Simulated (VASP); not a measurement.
Here is a VASP 6.6.1 calculation.

Contents of INCAR:

```
PREC = Accurate ; ENCUT = 910
EDIFF = 1E-6 ; ISMEAR = 0
SIGMA = 0.01 ; LREAL = False
LASPH = True ; NELM = 200
ALGO = Normal ; ISIF = 2
LWAVE = False ; LCHARG = False
MAGMOM = 0 0 0 0 0 0 0 0 0 0 0 0 ; LORBIT = 11
LSORBIT = True ; GGA_COMPAT = False
LORBMOM = True ; NBANDS = 50
```

Contents of KPOINTS:

```
regular mesh
0
Gamma
  8 8 4
```

POSCAR

```
GaN
1.0
    3.1518145673      0.0000000000      0.0000000000
   -1.5759072837      2.7295514833      0.0000000000
    0.0000000000      0.0000000000      5.1383977362
Ga N
2 2
Direct
    0.3333333333      0.6666666667     -0.0007042255
    0.6666666667      0.3333333333      0.4992957745
    0.3333333333      0.6666666667      0.3757042255
    0.6666666667      0.3333333333      0.8757042255
```

Potentials or basis: VASP PAW LDA potentials, release 64 (Ga_d, N_h).

The run is started by

```sh
$ cat potpaw_LDA.64/Ga_d/POTCAR potpaw_LDA.64/N_h/POTCAR > POTCAR
$ mpirun -np 1 vasp_ncl > vasp.out
```

Problem. Estimate the net moment.

Solution. 0.00 μB per cell.

Problem. Estimate the pressure.

Solution. 0.9 GPa.

Moments on the atoms (μB; x, y, z):
```
Ga  0.00 0.00 0.00
Ga  0.00 0.00 0.00
N   0.00 0.00 0.00
N   0.00 0.00 0.00
```

Caveat: the cutoff is under 1.25 times the usual one of these potentials, so pressure, stress and relaxed cells hold a basis-set (Pulay) error.
